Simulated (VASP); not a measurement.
# InP (Fm-3m) in VASP: notebook

InP is run at these levels: r2SCAN; tasks: single point.

Everything below comes from runs of VASP 6.6.1. Logs are shortened: lines on timing, memory, paths and dates and some standing lists are left out, and cuts for length are marked.

## 1. The cell of the first run

It takes space group Fm-3m (No. 225, cubic). The conventional cell has a = 5.491 Å, b = 5.491 Å, c = 5.491 Å, α = 90.00°, β = 90.00°, γ = 90.00°. In (site symmetry m-3m) has 6 P at 2.75 Å within 3.6 Å. P (site symmetry m-3m) has 6 In at 2.75 Å within 3.6 Å.

## 2. Single point, r2SCAN

POSCAR reads:

```
InP
1.0
    0.0000000000      2.7453630729      2.7453630729
    2.7453630729      0.0000000000      2.7453630729
    2.7453630729      2.7453630729      0.0000000000
In P
1 1
Direct
    0.0000000000      0.0000000000      0.0000000000
    0.5000000000      0.5000000000      0.5000000000
```

INCAR.step1 reads:

```
PREC = Accurate
ENCUT = 520
ISMEAR = -1
SIGMA = 0.2
LREAL = F
LASPH = T
NELM = 80
NBANDS = 16
GGA = PE
ALGO = Normal
EDIFF = 1E-4
LWAVE = T
LCHARG = F
```

INCAR.step2 reads:

```
PREC = Accurate
ENCUT = 520
EDIFF = 1E-6
ISMEAR = -1
SIGMA = 0.2
LREAL = F
LASPH = T
NELM = 80
ALGO = Normal
ISIF = 2
LWAVE = F
LCHARG = F
METAGGA = R2SCAN
LMIXTAU = T
NBANDS = 16
ISTART = 1
```

KPOINTS reads:

```
regular mesh
0
Gamma
  6 6 6
```

Potentials or basis: VASP PAW PBE potentials, release 64 (In_d, P).

The run is started by

```bash
$ cat potpaw_PBE.64/In_d/POTCAR potpaw_PBE.64/P/POTCAR > POTCAR
$ cp INCAR.step1 INCAR
$ mpirun -np 1 vasp_std > vasp.out
$ cp INCAR.step2 INCAR
$ mpirun -np 1 vasp_std > vasp.out
```

OUTCAR:

```text
PREC = Accurate
   ENCUT = 520
   EDIFF = 1E-6
   ISMEAR = -1
   LREAL = F
   LASPH = T
   NELM = 80
   ISIF = 2
   METAGGA = R2SCAN
   ISTART = 1

 ion  position               nearest neighbor table
   1  0.000  0.000  0.000-   2 2.75   2 2.75   2 2.75   2 2.75   2 2.75   2 2.75
   2  0.500  0.500  0.500-   1 2.75   1 2.75   1 2.75   1 2.75   1 2.75   1 2.75

  LATTYP: Found a face centered cubic cell.
 ALAT       =     5.4907261458

  Lattice vectors:

 A1 = (   0.0000000000,   2.7453630729,   2.7453630729)
 A2 = (   2.7453630729,   0.0000000000,   2.7453630729)
 A3 = (   2.7453630729,   2.7453630729,   0.0000000000)

Analysis of symmetry for initial positions (statically):
=====================================================================
 Subroutine PRICEL returns:
 Original cell was already a primitive cell.

 Routine SETGRP: Setting up the symmetry group for a
 face centered cubic supercell.

 Subroutine GETGRP returns: Found 48 space group operations
 (whereof 48 operations were pure point group operations)
 out of a pool of 48 trial point group operations.

The static configuration has the point symmetry O_h .

Analysis of symmetry for dynamics (positions and initial velocities):
=====================================================================
 Subroutine PRICEL returns:
 Original cell was already a primitive cell.

 Routine SETGRP: Setting up the symmetry group for a
 face centered cubic supercell.

 Subroutine GETGRP returns: Found 48 space group operations
 (whereof 48 operations were pure point group operations)
 out of a pool of 48 trial point group operations.

The dynamic configuration has the point symmetry O_h .

 Subroutine INISYM returns: Found 48 space group operations
 (whereof 48 operations are pure point group operations),
 and found     1 'primitive' translations

----------------------------------------------------------------------------------------

                                     Primitive cell

  volume of cell :      41.3837

  direct lattice vectors                    reciprocal lattice vectors
     0.000000000  2.745363073  2.745363073    -0.182125273  0.182125273  0.182125273
     2.745363073  0.000000000  2.745363073     0.182125273 -0.182125273  0.182125273
     2.745363073  2.745363073  0.000000000     0.182125273  0.182125273 -0.182125273

  length of vectors
     3.882529691  3.882529691  3.882529691     0.315450227  0.315450227  0.315450227

  position of ions in fractional coordinates (direct lattice)
     0.000000000  0.000000000  0.000000000
     0.500000000  0.500000000  0.500000000

  ion indices of the primitive-cell ions
   primitive index   ion index
                 1           1
                 2           2

----------------------------------------------------------------------------------------

 KPOINTS: regular mesh

Automatic generation of k-mesh.
 Grid dimensions read from file:
 generate k-points for:    6    6    6

 Generating k-lattice:

  Cartesian coordinates                     Fractional coordinates (reciprocal lattice)
    -0.030354212  0.030354212  0.030354212     0.166666667  0.000000000  0.000000000
     0.030354212 -0.030354212  0.030354212     0.000000000  0.166666667  0.000000000
     0.030354212  0.030354212 -0.030354212     0.000000000  0.000000000  0.166666667

  Length of vectors
     0.052575038  0.052575038  0.052575038

  Shift w.r.t. Gamma in fractional coordinates (k-lattice)
     0.000000000  0.000000000  0.000000000

 Subroutine IBZKPT returns following result:
 ===========================================

 Found     16 irreducible k-points:

 Following reciprocal coordinates:
            Coordinates               Weight
  0.000000  0.000000  0.000000      1.000000
  0.166667  0.000000  0.000000      8.000000
  0.333333  0.000000  0.000000      8.000000
  0.500000  0.000000  0.000000      4.000000
  0.166667  0.166667  0.000000      6.000000
  0.333333  0.166667  0.000000     24.000000
[... 8 lines left out ...]
 -0.333333  0.333333  0.166667     24.000000
 -0.333333  0.500000  0.166667     12.000000
   k-points           NKPTS =     16   k-points in BZ     NKDIM =     16   number of bands    NBANDS=     16
   number of dos      NEDOS =    301   number of ions     NIONS =      2
   total plane-waves  NPLWV =  27000
   dimension x,y,z NGX =    30 NGY =   30 NGZ =   30
   dimension x,y,z NGXF=    60 NGYF=   60 NGZF=   60
   ions per type =               1   1
   NGX,Y,Z   is equivalent  to a cutoff of  12.85, 12.85, 12.85 a.u.
   NGXF,Y,Z  is equivalent  to a cutoff of  25.69, 25.69, 25.69 a.u.
 SYSTEM =  unknown system
   PREC   = accura    normal or accurate (medium, high low for compatibility)
   ISTART =      1    job   : 0-new  1-cont  2-samecut
   ICHARG =      0    charge: 1-file 2-atom 10-const
   ISPIN  =      1    spin polarized calculation?
   LNONCOLLINEAR =      F non collinear calculations
   LSORBIT =      F    spin-orbit coupling
   LASPH  =      T    aspherical Exc in radial PAW
   ENCUT  =  520.0 eV  38.22 Ry    6.18 a.u.   7.22  7.22  7.22*2*pi/ulx,y,z
   NELM   =     80;   NELMIN=  2; NELMDL=  0     # of ELM steps
   EDIFF  = 0.1E-05   stopping-criterion for ELM
   LREAL  =      F    real-space projection
   EDIFFG = 0.1E-04   stopping-criterion for IOM
   NSW    =      0    number of steps for IOM
   IBRION =     -1    ionic relax: 0-MD 1-quasi-New 2-CG
   NFREE  =      0    steps in history (QN), initial steepest desc. (CG)
   ISIF   =      2    stress and relaxation
   ISYM   =      2    0-nonsym 1-usesym 2-fastsym
   POTIM  = 0.5000    time-step for ionic-motion
   TEBEG  =    0.0;   TEEND  =   0.0 temperature during run
   PSTRESS=    0.0 pullay stress
   NELECT =      18.0000    total number of electrons
   NUPDOWN=      -1.0000    fix difference up-down
   EMIN   =  10.00;   EMAX   =-10.00  energy-range for DOS
   EFERMI =   0.00;   METHOD = LEGACY
   ISMEAR =    -1;   SIGMA  =   0.20  broadening in eV -4-tet -1-fermi 0-gaus
   EFERMI_NEDOS =   21; number of points for ismear=-14 and -15
   IALGO  =     38    algorithm
   IMIX   =      4    mixing-type and parameters
     AMIX     =   0.40;   BMIX     =  1.00
     AMIX_MAG =   1.60;   BMIX_MAG =  1.00
  volume/ion in A,a.u.               =      20.69       139.64
  Fermi-wavevector in a.u.,A,eV,Ry     =   1.240383  2.343984 20.933251  1.538551
  Thomas-Fermi vector in A             =   2.374826
   LORBIT       =      0    0 simple, 1 ext, 2 COOP (PROOUT), +10 PAW based schemes
   METAGGA = R2SCAN    functional components
   LHFCALC =     F    Hartree Fock is set to
   AEXX    =    0.0000 exact exchange contribution
   IVDW    =     0    specifies the selected vdW correction
   LEPSILON=     F    determine dielectric tensor
   LRPA    =     F    only Hartree local field effects (RPA)
 non-spin polarized calculation
  energy-cutoff  :      520.00
  volume of cell :       41.38
 maximum number of plane-waves:      1139
 NGX is ok and might be reduce to    30
   NGX = 15   NGY = 15   NGZ = 15

 number of electron      18.0000004 magnetization

 Free energy of the ion-electron system (eV)
  ---------------------------------------------------
  ext. energy  EPLUGINS =         0.00000000
  ---------------------------------------------------
  free energy    TOTEN  =       -31.80134610 eV

  energy without entropy =      -31.69031499  energy(sigma->0) =      -31.74583055

 E-fermi :   7.3078     XC(G=0): -11.1391

 val. band max:        7.1692363608   @ k =   0.3333   0.0000   0.0000
 cond. band min:       7.3501045972   @ k =   0.5000   0.0000   0.0000
 fundamental gap:      0.1808682364
 Fermi energy:         7.3077617493

 k-point     1 :       0.0000    0.0000    0.0000
  band No.  band energies     occupation
      1      -7.5264      2.00000
      2      -7.5264      2.00000
      3      -7.4859      2.00000
      4      -7.4859      2.00000
      5      -7.4859      2.00000
      6      -5.4951      2.00000
[... 8 lines left out ...]
     15      16.4930      0.00000
     16      16.4930      0.00000

 k-point     2 :       0.1667    0.0000    0.0000
  band No.  band energies     occupation
      1      -7.5423      2.00000
      2      -7.5423      2.00000
      3      -7.4873      2.00000
      4      -7.4662      2.00000
      5      -7.4662      2.00000
      6      -5.1294      2.00000
[... 8 lines left out ...]
     15      15.7428      0.00000
     16      16.2659      0.00000

 k-point     3 :       0.3333    0.0000    0.0000
  band No.  band energies     occupation
      1      -7.5798      2.00000
      2      -7.5798      2.00000
      3      -7.4944      2.00000
      4      -7.4205      2.00000
      5      -7.4205      2.00000
      6      -4.1282      2.00000
[... 8 lines left out ...]
     15      17.4878      0.00000
     16      17.4878      0.00000

 k-point     4 :       0.5000    0.0000    0.0000
  band No.  band energies     occupation
      1      -7.5990      2.00000
      2      -7.5989      2.00000
      3      -7.4993      2.00000
      4      -7.3969      2.00000
      5      -7.3969      2.00000
      6      -3.2871      2.00000
[... 8 lines left out ...]
     15      19.1618      0.00000
     16      19.3352      0.00000
[... 172 lines left out ...]
 k-point    14 :       0.5000    0.3333    0.1667
  band No.  band energies     occupation
      1      -7.7323      2.00000
      2      -7.5374      2.00000
      3      -7.4946      2.00000
      4      -7.4174      2.00000
      5      -7.3957      2.00000
      6      -3.1384      2.00000
[... 8 lines left out ...]
     15      20.2508      0.00000
     16      20.7935      0.00000

 k-point    15 :      -0.3333    0.3333    0.1667
  band No.  band energies     occupation
      1      -7.7568      2.00000
      2      -7.5502      2.00000
      3      -7.4629      2.00000
      4      -7.4471      2.00000
      5      -7.3774      2.00000
      6      -2.3807      2.00000
[... 8 lines left out ...]
     15      18.7570      0.00000
     16      21.1977      0.00000

 k-point    16 :      -0.3333    0.5000    0.1667
  band No.  band energies     occupation
      1      -7.8377      2.00000
      2      -7.5161      2.00000
      3      -7.5031      2.00000
      4      -7.4117      2.00000
      5      -7.3613      2.00000
      6      -1.9960      2.00000
[... 8 lines left out ...]
     15      20.4971      0.00000
     16      21.4099      0.00000

------------------------ aborting loop because EDIFF is reached ----------------------------------------

  FORCE on cell =-STRESS in cart. coord.  units (eV):
  Direction    XX          YY          ZZ          XY          YZ          ZX
  --------------------------------------------------------------------------------------
  -------------------------------------------------------------------------------------
  Total        0.1831715      0.1831715      0.1831715      0.0000000      0.0000000      0.0000000
  in kB        7.0915164      7.0915164      7.0915164      0.0000000      0.0000000      0.0000000
  external PRESSURE =       7.0915164 kB  Pullay stress =       0.0000000 kB

 VOLUME and BASIS-vectors are now :
 -----------------------------------------------------------------------------
  energy-cutoff  :      520.00
  volume of cell :       41.38
      direct lattice vectors                 reciprocal lattice vectors
     0.000000000  2.745363073  2.745363073    -0.182125273  0.182125273  0.182125273
     2.745363073  0.000000000  2.745363073     0.182125273 -0.182125273  0.182125273
     2.745363073  2.745363073  0.000000000     0.182125273  0.182125273 -0.182125273

 POSITION                                       TOTAL-FORCE (eV/Angst)
 -----------------------------------------------------------------------------------
      0.00000      0.00000      0.00000        -0.000000      0.000000     -0.000000
      2.74536      2.74536      2.74536         0.000000     -0.000000      0.000000
 -----------------------------------------------------------------------------------
    total drift:                               -0.000000      0.000000      0.000000

  FREE ENERGIE OF THE ION-ELECTRON SYSTEM (eV)
  ---------------------------------------------------
  free  energy   TOTEN  =       -31.8013461014 eV

  energy  without entropy=      -31.6903149901  energy(sigma->0) =      -31.74583055
```

Wall time 1.7 min (1 thread of Intel Xeon Platinum 8259CL at 2.50GHz (Skylake/Cascade Lake), shared host); peak memory 0.16 GiB.

What came out:

```
Free energy            : -31.8013 eV
Pressure               : 0.7 GPa
Band gap on the k mesh : zero (bands 9 and 10 overlap by 2.58 eV)
```

Caveat: the structure was generated, so it needn't be the stable form of InP; the PAW data sets were made with another functional, which shifts forces and pressure a little; spin-orbit coupling is left out, which moves the levels of the heavy elements.

## 3. Single point, r2SCAN

POSCAR is that of step 2.

INCAR.step1 reads:

```
SYSTEM = InP
  PREC = Accurate
  ENCUT = 520
  ISMEAR = 0
  SIGMA = 0.2
  LREAL = .FALSE.
  LASPH = .TRUE.
  NELM = 60
  NBANDS = 16
  GGA = PE
  ALGO = Normal
  EDIFF = 1E-4
  LWAVE = .TRUE.
  LCHARG = .FALSE.
```

INCAR.step2 reads:

```
SYSTEM = InP
  PREC = Accurate
  ENCUT = 520
  EDIFF = 1E-6
  ISMEAR = 0
  SIGMA = 0.2
  LREAL = .FALSE.
  LASPH = .TRUE.
  NELM = 60
  ALGO = Normal
  ISIF = 2
  LWAVE = .FALSE.
  LCHARG = .TRUE.
  METAGGA = R2SCAN
  LMIXTAU = .TRUE.
  LELF = .TRUE.
  LVHAR = .TRUE.
  NBANDS = 16
  ISTART = 1
```

KPOINTS reads:

```
regular mesh
0
G
  6 6 6
  0 0 0
```

Potentials or basis: VASP PAW PBE potentials, release 64 (In_d, P).

The run is started by

```bash
$ cat potpaw_PBE.64/In_d/POTCAR potpaw_PBE.64/P/POTCAR > POTCAR
$ cp INCAR.step1 INCAR
$ mpirun -np 1 vasp_std > vasp.out
$ cp INCAR.step2 INCAR
$ mpirun -np 1 vasp_std > vasp.out
```

It took 100 s on 1 thread of Intel Xeon Platinum 8259CL at 2.50GHz (Skylake/Cascade Lake), shared host; peak memory 0.17 GiB.

It converged, with:

```yaml
Free_energy: -31.7450 eV
Pressure: 0.7 GPa
Band_gap_on_the_k_mesh: zero (bands 9 and 10 overlap by 2.57 eV)
```

Levels at points of the mesh, in eV from the Fermi level:
| k point | band 6 | band 7 | band 8 | band 9 | band 10 | band 11 | band 12 | band 13 |
| --- | --- | --- | --- | --- | --- | --- | --- | --- |
| (0.00, 0.00, 0.00) | -12.71 | -0.34 | -0.34 | -0.34 | 1.25 | 7.56 | 7.56 | 7.56 |
| (0.50, 0.00, 0.00) | -10.51 | -6.92 | 0.13 | 0.13 | 2.98 | 3.73 | 3.73 | 5.93 |
| (0.50, 0.50, 0.00) | -9.23 | -5.25 | -2.52 | -2.52 | -2.28 | 4.18 | 10.88 | 10.88 |

Caveat: the structure was generated, so it needn't be the stable form of InP; the PAW data sets were made with another functional, which shifts forces and pressure a little; spin-orbit coupling is left out, which moves the levels of the heavy elements.

## 4. Single point, r2SCAN, collinear spin

POSCAR is that of step 3.

INCAR.step1 reads:

```
PREC = Accurate
ENCUT = 520
ISMEAR = -1
SIGMA = 0.02
LREAL = False
LASPH = True
NELM = 150
ISPIN = 2
MAGMOM = 0 0.1
NBANDS = 20
GGA = PE
ALGO = Normal
EDIFF = 1E-4
LWAVE = True
LCHARG = False
```

INCAR.step2 reads:

```
PREC = Accurate
ENCUT = 520
EDIFF = 1E-6
ISMEAR = -1
SIGMA = 0.02
LREAL = False
LASPH = True
NELM = 150
ALGO = Normal
ISIF = 2
LWAVE = False
LCHARG = False
ISPIN = 2
MAGMOM = 0 0.1
LORBIT = 11
METAGGA = R2SCAN
LMIXTAU = True
NBANDS = 20
ISTART = 1
```

KPOINTS reads:

```
regular mesh
0
Gamma
  6 6 6
```

The run is started by

```bash
$ cat potpaw_PBE.64/In_d/POTCAR potpaw_PBE.64/P/POTCAR > POTCAR
$ cp INCAR.step1 INCAR
$ mpirun -np 1 vasp_std > vasp.out
$ cp INCAR.step2 INCAR
$ mpirun -np 1 vasp_std > vasp.out
```

Run time: 2.6 min. Hardware: 1 thread of Intel Xeon Platinum 8259CL at 2.50GHz (Skylake/Cascade Lake), shared host; peak memory 0.2 GiB.

It converged, with:

```
Free energy                                           : -31.7304 eV
Pressure                                              : 0.7 GPa
Net moment                                            : 0.12 μB per cell
Site moments                                          : In -0.00; P +0.06 μB
Valence electrons inside the program's atomic spheres : In 11.39; P 2.49
```

Levels at points of the mesh, in eV from the Fermi level:
Spin up:
| k point | band 5 | band 6 | band 7 | band 8 | band 9 | band 10 | band 11 | band 12 | band 13 | band 14 |
| --- | --- | --- | --- | --- | --- | --- | --- | --- | --- | --- |
| (0.00, 0.00, 0.00) | -14.64 | -12.74 | -0.39 | -0.39 | -0.39 | 1.24 | 7.54 | 7.54 | 7.54 | 9.31 |
| (0.50, 0.00, 0.00) | -14.55 | -10.56 | -6.92 | 0.08 | 0.08 | 2.98 | 3.74 | 3.74 | 5.92 | 11.91 |
| (0.50, 0.50, 0.00) | -14.51 | -9.28 | -5.27 | -2.55 | -2.55 | -2.26 | 4.18 | 10.87 | 10.87 | 11.25 |
Spin down:
```tsv
k point	band 6	band 7	band 8	band 9	band 10	band 11	band 12	band 13
(0.00, 0.00, 0.00)	-12.65	-0.26	-0.26	-0.26	1.30	7.62	7.62	7.62
(0.50, 0.00, 0.00)	-10.43	-6.88	0.22	0.22	3.03	3.77	3.77	5.98
(0.50, 0.50, 0.00)	-9.15	-5.19	-2.45	-2.45	-2.24	4.23	10.92	10.92
```

Caveat: a moment this small can come from the mesh or the smearing; the structure was generated, so it needn't be the stable form of InP; the PAW data sets were made with another functional, which shifts forces and pressure a little; spin-orbit coupling is left out, which moves the levels of the heavy elements.

## 5. The runs side by side

```csv
spin,smearing,gap on the mesh (eV),pressure (GPa)
off,fermi-dirac 0.2 eV,none,0.7
off,gaussian 0.2 eV,none,0.7
collinear,fermi-dirac 0.02 eV,none,0.7
```

Alike in all rows: task single point; level r2SCAN; potentials or basis VASP PAW PBE potentials, release 64 (In_d, P); cell as given; k mesh 6 × 6 × 6; cutoff (eV) 520.

Caveats: the structure was generated, so it needn't be the stable form of InP; the PAW data sets were made with another functional, which shifts forces and pressure a little; spin-orbit coupling is left out, which moves the levels of the heavy elements; a moment this small can come from the mesh or the smearing (at least some runs).

Total energies depend on the potentials used, so only differences within one code and one set of settings carry meaning.

The gap in the log of VASP goes by the Fermi energy; the results here count the filled bands.